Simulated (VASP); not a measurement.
# HW3N4 (a cell with a defect) in VASP: single point with LDA

Aim: the single point of HW3N4 (a cell with a defect) with LDA.

Everything below comes from runs of VASP 6.6.1. Logs are shortened: lines on timing, memory, paths and dates and some standing lists are left out, and cuts for length are marked.

## (1) The cell of the first run

The cell holds a defect, 8 atoms: a = 4.157 Å, b = 4.157 Å, c = 4.157 Å, α = 90.00°, β = 90.00°, γ = 90.00°.

## (2) Single point, LDA

INCAR reads:

```
SYSTEM = HW3N4
ALGO = Normal
EDIFF = 1E-6
ENCUT = 520
GGA = CA
ISIF = 2
ISMEAR = 0
LASPH = .TRUE.
LCHARG = .FALSE.
LREAL = .FALSE.
LWAVE = .FALSE.
NBANDS = 42
NELM = 60
PREC = Accurate
SIGMA = 0.15
```

KPOINTS reads:

```
k-points
0
G
  8 8 8
  0 0 0
```

POSCAR reads:

```
HW3N4
1.0
    4.1569984136      0.0000000000      0.0000000000
    0.0000000000      4.1569984136      0.0000000000
    0.0000000000      0.0000000000      4.1569984136
W N H
3 4 1
Direct
    0.5000000000      0.5000000000      0.0000000000
    0.0000000000      0.5000000000      0.5000000000
    0.5000000000      0.0000000000      0.5000000000
    0.5000000000      0.5000000000      0.5000000000
    0.5000000000      0.0000000000      0.0000000000
    0.0000000000      0.5000000000      0.0000000000
    0.0000000000      0.0000000000      0.5000000000
    0.4166681997      0.1666681997      0.1666681997
```

Potentials or basis: VASP PAW LDA potentials, release 64 (W_sv, N, H).

Command:

```sh
$ cat potpaw_LDA.64/W_sv/POTCAR potpaw_LDA.64/N/POTCAR potpaw_LDA.64/H/POTCAR > POTCAR
$ mpirun -np 1 vasp_std > vasp.out
```

OUTCAR:

```text
SYSTEM = HW3N4
   EDIFF = 1E-6
   ENCUT = 520
   GGA = CA
   ISIF = 2
   ISMEAR = 0
   LASPH = .TRUE.
   LREAL = .FALSE.
   NELM = 60
   PREC = Accurate

 ion  position               nearest neighbor table
   1  0.500  0.500  0.000-   8 1.59   5 2.08   6 2.08   4 2.08   4 2.08   5 2.08   6 2.08   3 2.94
                             2 2.94   3 2.94   3 2.94   3 2.94   2 2.94   2 2.94   2 2.94
   2  0.000  0.500  0.500-   4 2.08   6 2.08   7 2.08   6 2.08   7 2.08   4 2.08   3 2.94   3 2.94
                             1 2.94   1 2.94   3 2.94   1 2.94   1 2.94   3 2.94
   3  0.500  0.000  0.500-   8 1.59   5 2.08   7 2.08   4 2.08   5 2.08   4 2.08   7 2.08   1 2.94
                             1 2.94   2 2.94   2 2.94   1 2.94   2 2.94   1 2.94   2 2.94
   4  0.500  0.500  0.500-   1 2.08   2 2.08   3 2.08   1 2.08   3 2.08   2 2.08
   5  0.500  0.000  0.000-   8 1.04   3 2.08   1 2.08   3 2.08   1 2.08
   6  0.000  0.500  0.000-   1 2.08   2 2.08   2 2.08   1 2.08
   7  0.000  0.000  0.500-   2 2.08   3 2.08   2 2.08   3 2.08
   8  0.417  0.167  0.167-   5 1.04   3 1.59   1 1.59

  LATTYP: Found a simple cubic cell.
 ALAT       =     4.1569984136

  Lattice vectors:

 A1 = (   4.1569984136,   0.0000000000,   0.0000000000)
 A2 = (   0.0000000000,   4.1569984136,   0.0000000000)
 A3 = (   0.0000000000,   0.0000000000,   4.1569984136)

Analysis of symmetry for initial positions (statically):
=====================================================================
 Subroutine PRICEL returns:
 Original cell was already a primitive cell.

 Routine SETGRP: Setting up the symmetry group for a
 simple cubic supercell.

 Subroutine GETGRP returns: Found  2 space group operations
 (whereof  2 operations were pure point group operations)
 out of a pool of 48 trial point group operations.

The static configuration has the point symmetry C_1h.

Analysis of symmetry for dynamics (positions and initial velocities):
=====================================================================
 Subroutine PRICEL returns:
 Original cell was already a primitive cell.

 Routine SETGRP: Setting up the symmetry group for a
 simple cubic supercell.

 Subroutine GETGRP returns: Found  2 space group operations
 (whereof  2 operations were pure point group operations)
 out of a pool of 48 trial point group operations.

The dynamic configuration has the point symmetry C_1h.

 Subroutine INISYM returns: Found  2 space group operations
 (whereof  2 operations are pure point group operations),
 and found     1 'primitive' translations

----------------------------------------------------------------------------------------

                                     Primitive cell

  volume of cell :      71.8356

  direct lattice vectors                    reciprocal lattice vectors
     4.156998414  0.000000000  0.000000000     0.240558187  0.000000000  0.000000000
     0.000000000  4.156998414  0.000000000     0.000000000  0.240558187  0.000000000
     0.000000000  0.000000000  4.156998414     0.000000000  0.000000000  0.240558187

  length of vectors
     4.156998414  4.156998414  4.156998414     0.240558187  0.240558187  0.240558187

  position of ions in fractional coordinates (direct lattice)
     0.500000000  0.500000000  0.000000000
     0.000000000  0.500000000  0.500000000
     0.500000000  0.000000000  0.500000000
     0.500000000  0.500000000  0.500000000
     0.500000000  0.000000000  0.000000000
     0.000000000  0.500000000  0.000000000
     0.000000000  0.000000000  0.500000000
     0.416668200  0.166668200  0.166668200

  ion indices of the primitive-cell ions
   primitive index   ion index
                 1           1
                 2           2
                 3           3
                 4           4
                 5           5
                 6           6
                 7           7
                 8           8

----------------------------------------------------------------------------------------

 KPOINTS: k-points

Automatic generation of k-mesh.
 Grid dimensions read from file:
 generate k-points for:    8    8    8

 Generating k-lattice:

  Cartesian coordinates                     Fractional coordinates (reciprocal lattice)
     0.030069773  0.000000000  0.000000000     0.125000000  0.000000000  0.000000000
     0.000000000  0.030069773  0.000000000     0.000000000  0.125000000  0.000000000
     0.000000000  0.000000000  0.030069773     0.000000000  0.000000000  0.125000000

  Length of vectors
     0.030069773  0.030069773  0.030069773

  Shift w.r.t. Gamma in fractional coordinates (k-lattice)
     0.000000000  0.000000000  0.000000000

 Subroutine IBZKPT returns following result:
 ===========================================

 Found    150 irreducible k-points:

 Following reciprocal coordinates:
            Coordinates               Weight
  0.000000  0.000000  0.000000      1.000000
  0.125000  0.000000  0.000000      2.000000
  0.000000  0.125000  0.000000      4.000000
  0.250000  0.000000  0.000000      2.000000
  0.000000  0.250000  0.000000      4.000000
  0.375000  0.000000  0.000000      2.000000
[... 16 lines left out ...]
 -0.125000  0.375000  0.000000      4.000000
 -0.375000  0.000000  0.125000      4.000000
 [... further k-points ...]
   k-points           NKPTS =    150   k-points in BZ     NKDIM =    150   number of bands    NBANDS=     42
   number of dos      NEDOS =    301   number of ions     NIONS =      8
   total plane-waves  NPLWV =  32768
   dimension x,y,z NGX =    32 NGY =   32 NGZ =   32
   dimension x,y,z NGXF=    64 NGYF=   64 NGZF=   64
   ions per type =               3   4   1
   NGX,Y,Z   is equivalent  to a cutoff of  12.80, 12.80, 12.80 a.u.
   NGXF,Y,Z  is equivalent  to a cutoff of  25.59, 25.59, 25.59 a.u.
 SYSTEM =  HW3N4
   PREC   = accura    normal or accurate (medium, high low for compatibility)
   ISTART =      0    job   : 0-new  1-cont  2-samecut
   ICHARG =      2    charge: 1-file 2-atom 10-const
   ISPIN  =      1    spin polarized calculation?
   LNONCOLLINEAR =      F non collinear calculations
   LSORBIT =      F    spin-orbit coupling
   LASPH  =      T    aspherical Exc in radial PAW
   ENCUT  =  520.0 eV  38.22 Ry    6.18 a.u.   7.73  7.73  7.73*2*pi/ulx,y,z
   NELM   =     60;   NELMIN=  2; NELMDL= -5     # of ELM steps
   EDIFF  = 0.1E-05   stopping-criterion for ELM
   LREAL  =      F    real-space projection
   EDIFFG = 0.1E-04   stopping-criterion for IOM
   NSW    =      0    number of steps for IOM
   IBRION =     -1    ionic relax: 0-MD 1-quasi-New 2-CG
   NFREE  =      0    steps in history (QN), initial steepest desc. (CG)
   ISIF   =      2    stress and relaxation
   ISYM   =      2    0-nonsym 1-usesym 2-fastsym
   POTIM  = 0.5000    time-step for ionic-motion
   TEBEG  =    0.0;   TEEND  =   0.0 temperature during run
   PSTRESS=    0.0 pullay stress
   NELECT =      63.0000    total number of electrons
   NUPDOWN=      -1.0000    fix difference up-down
   EMIN   =  10.00;   EMAX   =-10.00  energy-range for DOS
   EFERMI =   0.00;   METHOD = LEGACY
   ISMEAR =     0;   SIGMA  =   0.15  broadening in eV -4-tet -1-fermi 0-gaus
   EFERMI_NEDOS =   21; number of points for ismear=-14 and -15
   IALGO  =     38    algorithm
   IMIX   =      4    mixing-type and parameters
     AMIX     =   0.40;   BMIX     =  1.00
     AMIX_MAG =   1.60;   BMIX_MAG =  1.00
  volume/ion in A,a.u.               =       8.98        60.60
  Fermi-wavevector in a.u.,A,eV,Ry     =   1.567022  2.961243 33.409904  2.455559
  Thomas-Fermi vector in A             =   2.669264
   LORBIT       =      0    0 simple, 1 ext, 2 COOP (PROOUT), +10 PAW based schemes
   GGA     = CA    functional components
   LHFCALC =     F    Hartree Fock is set to
   AEXX    =    0.0000 exact exchange contribution
   IVDW    =     0    specifies the selected vdW correction
   LEPSILON=     F    determine dielectric tensor
   LRPA    =     F    only Hartree local field effects (RPA)
 non-spin polarized calculation
 Gauss-broadening in eV      SIGMA  =   0.15
  energy-cutoff  :      520.00
  volume of cell :       71.84
 maximum number of plane-waves:      1956
   NGX = 15   NGY = 15   NGZ = 15

 number of electron      63.0000002 magnetization

 Free energy of the ion-electron system (eV)
  ---------------------------------------------------
  ext. energy  EPLUGINS =         0.00000000
  ---------------------------------------------------
  free energy    TOTEN  =       -80.31314383 eV

  energy without entropy =      -80.26723061  energy(sigma->0) =      -80.29018722

 E-fermi :  11.3887     XC(G=0): -13.6210

 val. band max:       11.3874176342   @ k =  -0.3750   0.1250   0.2500
 cond. band min:      11.3894531946   @ k =   0.5000   0.0000   0.0000
 fundamental gap:      0.0020355604
 Fermi energy:        11.3887415318

 k-point     1 :       0.0000    0.0000    0.0000
  band No.  band energies     occupation
      1     -63.8611      2.00000
      2     -63.7836      2.00000
      3     -63.7657      2.00000
      4     -29.0364      2.00000
      5     -28.8283      2.00000
      6     -28.8137      2.00000
[... 34 lines left out ...]
     41      14.7691      0.00000
     42      15.3613      0.00000

 k-point     2 :       0.1250    0.0000    0.0000
  band No.  band energies     occupation
      1     -63.8581      2.00000
      2     -63.7865      2.00000
      3     -63.7657      2.00000
      4     -29.0284      2.00000
      5     -28.8103      2.00000
      6     -28.8020      2.00000
[... 34 lines left out ...]
     41      14.9114      0.00000
     42      15.4343      0.00000

 k-point     3 :       0.0000    0.1250    0.0000
  band No.  band energies     occupation
      1     -63.8584      2.00000
      2     -63.7841      2.00000
      3     -63.7678      2.00000
      4     -29.0161      2.00000
      5     -28.8163      2.00000
      6     -28.7964      2.00000
[... 34 lines left out ...]
     41      15.0077      0.00000
     42      15.6139      0.00000

 k-point     4 :       0.2500    0.0000    0.0000
  band No.  band energies     occupation
      1     -63.8498      2.00000
      2     -63.7949      2.00000
      3     -63.7657      2.00000
      4     -29.0086      2.00000
      5     -28.7722      2.00000
      6     -28.7592      2.00000
[... 844 lines left out ...]
     41      15.9242      0.00000
     42      16.3236      0.00000

 k-point    23 :      -0.1250    0.3750    0.0000
  band No.  band energies     occupation
      1     -63.8401      2.00000
      2     -63.7924      2.00000
      3     -63.7778      2.00000
      4     -28.8802      2.00000
      5     -28.7856      2.00000
      6     -28.6502      2.00000
[... 34 lines left out ...]
     41      15.9268      0.00000
     42      16.3129      0.00000

 k-point    24 :      -0.3750    0.0000    0.1250
  band No.  band energies     occupation
      1     -63.8355      2.00000
      2     -63.8069      2.00000
      3     -63.7679      2.00000
      4     -28.9771      2.00000
      5     -28.7737      2.00000
      6     -28.6521      2.00000
[... 34 lines left out ...]
     41      15.4406      0.00000
     42      16.1247      0.00000

 [... further k-points ...]
[... 5 lines left out ...]
  --------------------------------------------------------------------------------------
  -------------------------------------------------------------------------------------
  Total        3.0607620     14.5950473     14.5950473     -0.1514599     -1.9936161     -0.1514601
  in kB       68.2653882    325.5191271    325.5191271     -3.3780711    -44.4644099     -3.3780742
  external PRESSURE =     239.7678808 kB  Pullay stress =       0.0000000 kB

 VOLUME and BASIS-vectors are now :
 -----------------------------------------------------------------------------
  energy-cutoff  :      520.00
  volume of cell :       71.84
      direct lattice vectors                 reciprocal lattice vectors
     4.156998414  0.000000000  0.000000000     0.240558187  0.000000000  0.000000000
     0.000000000  4.156998414  0.000000000     0.000000000  0.240558187  0.000000000
     0.000000000  0.000000000  4.156998414     0.000000000  0.000000000  0.240558187

 POSITION                                       TOTAL-FORCE (eV/Angst)
 -----------------------------------------------------------------------------------
      2.07850      2.07850      0.00000         0.956392      4.326843     -1.840558
      0.00000      2.07850      2.07850        -0.034944      0.161296      0.161296
      2.07850      0.00000      2.07850         0.956392     -1.840558      4.326843
      2.07850      2.07850      2.07850         0.196127      0.624812      0.624812
      2.07850      0.00000      0.00000         1.706558     -3.253986     -3.253986
      0.00000      2.07850      0.00000         0.009641      0.045474     -0.114871
      0.00000      0.00000      2.07850         0.009641     -0.114871      0.045474
      1.73209      0.69284      0.69284        -3.799807      0.050990      0.050990
 -----------------------------------------------------------------------------------
    total drift:                               -0.000081     -0.000235     -0.000235

  FREE ENERGIE OF THE ION-ELECTRON SYSTEM (eV)
  ---------------------------------------------------
  free  energy   TOTEN  =       -80.3131438334 eV

  energy  without entropy=      -80.2672306079  energy(sigma->0) =      -80.29018722
```

Run time: 6.7 min. Hardware: 1 thread of Oxide Virtual Turin-like, shared host; peak memory 0.39 GiB.

What came out:

| Item | Value |
| --- | --- |
| Free energy | -80.3131 eV |
| Pressure | 24.0 GPa |
| Largest force | 4.908 eV/Å |

Forces in eV/Å, atoms in the order of the input:
```
W    0.956  4.327 -1.841
W   -0.035  0.161  0.161
W    0.956 -1.841  4.327
N    0.196  0.625  0.625
N    1.707 -3.254 -3.254
N    0.010  0.045 -0.115
N    0.010 -0.115  0.045
H   -3.800  0.051  0.051
```

Stress tensor (GPa, compression positive):
```
 6.83 -0.34 -0.34
-0.34 32.55 -4.45
-0.34 -4.45 32.55
```

Levels at points of the mesh, in eV from the Fermi level:
| k point | band 29 | band 30 | band 31 | band 32 | band 33 | band 34 | band 35 | band 36 |
| --- | --- | --- | --- | --- | --- | --- | --- | --- |
| (0.00, 0.00, 0.00) | -2.80 | -2.42 | -2.34 | -1.25 | -1.21 | -0.98 | -0.55 | -0.38 |
| (0.50, 0.00, 0.00) | -3.93 | -1.79 | -0.38 | -0.05 | -0.04 | 0.00 | 0.19 | 1.85 |
| (0.00, 0.50, 0.00) | -3.58 | -2.25 | -0.70 | -0.54 | -0.05 | -0.03 | 0.05 | 1.70 |
| (0.50, 0.50, 0.00) | -1.16 | -0.37 | 0.05 | 0.24 | 0.49 | 1.23 | 1.28 | 2.09 |
| (0.00, 0.50, 0.50) | -0.59 | 0.04 | 0.23 | 0.50 | 0.53 | 0.82 | 0.83 | 1.60 |
| (0.50, 0.50, 0.50) | 0.66 | 0.77 | 1.17 | 1.52 | 1.59 | 1.64 | 2.30 | 2.51 |

Caveat: spin-orbit coupling is left out, which moves the levels of the heavy elements.
